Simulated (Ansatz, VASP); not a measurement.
## AlFe: VASP beside Ansatz

INCAR

```
SYSTEM = AlFe
PREC     = Accurate       ! precision mode
ENCUT    = 690            ! plane-wave cutoff, eV
EDIFF    = 1E-6           ! SCF threshold, eV
ISMEAR   = -1             ! smearing method
SIGMA    = 0.05           ! smearing width, eV
LREAL    = .FALSE.        ! projectors in reciprocal space
LASPH    = .TRUE.         ! aspherical terms in the spheres
NELM     = 200            ! most SCF steps
ALGO     = Normal         ! electronic algorithm
ISIF     = 2              ! what is computed and relaxed
LWAVE    = .FALSE.        ! write WAVECAR
LCHARG   = .TRUE.         ! write CHGCAR
ISPIN    = 2              ! spin polarisation
MAGMOM   = 3 0            ! initial moments
LORBIT   = 11             ! projections on sites
NUPDOWN  = 3.0            ! fixed moment
LMAXMIX  = 4              ! l up to which the mixer works
GGA      = PS             ! functional
LELF     = .TRUE.         ! ELF
LVHAR    = .TRUE.       
NBANDS   = 20             ! bands
GGA_COMPAT= .FALSE.
```

KPOINTS

```
Automatic mesh
0
G
  8 8 8
  0 0 0
```

Contents of POSCAR:

```
AlFe
1.0
    2.9100000000      0.0000000000      0.0000000000
    0.0000000000      2.9100000000      0.0000000000
    0.0000000000      0.0000000000      2.9100000000
Fe Al
1 1
Direct
    0.5000000000      0.5000000000      0.5000000000
    0.0000000000      0.0000000000      0.0000000000
```

input.yaml

```yaml
crystal:
  lattice:
    - [2.91, 0.0, 0.0]
    - [0.0, 2.91, 0.0]
    - [0.0, 0.0, 2.91]
  atoms:
    - { symbol: Fe, position: [0.5, 0.5, 0.5], spin: 3.0 }
    - { symbol: Al, position: [0.0, 0.0, 0.0] }
hamiltonian:
  xc: pbesol
  pseudopotentials: { kind: paw }
magnetization:
  spin_polarized: true
  initial_magnetization: 3.0
  spin_locking: { lock_magnetization: hard }
kpoints:
  mp_grid: { grid: [8, 8, 8] }
scf:
  occupations: { method: fermi_dirac, width: 0.05 }
  lower_state_search: "off"
output:
  forces: true
  stress: true
  eigenvalues: true
```

Alike in both runs: task single point; functional PBEsol; k mesh 8 × 8 × 8; occupations fermi-dirac, width 0.05 eV; collinear spin; fixed moment 3 μB.

|  | VASP | Ansatz |
| --- | --- | --- |
| version | VASP 6.6.1 | Ansatz 0.2.0 |
| potentials or method | VASP PAW PBE potentials, release 64 (Fe_sv, Al) | Ansatz PAW |
| plane-wave cutoff (eV) | 690 | 420 |
| valence electrons in the cell | 19 | 19 |

```csv
,VASP,Ansatz,Ansatz less VASP
pressure (GPa),11.0,11.5,+0.46
net moment per atom (μB),1.50,1.50,0.000
size of the moment on the site where the two differ most (μB),2.57,2.72,+0.147
```

VASP's potentials were made for PBE, not for PBEsol. Site moments also hang on the region over which each program counts them.
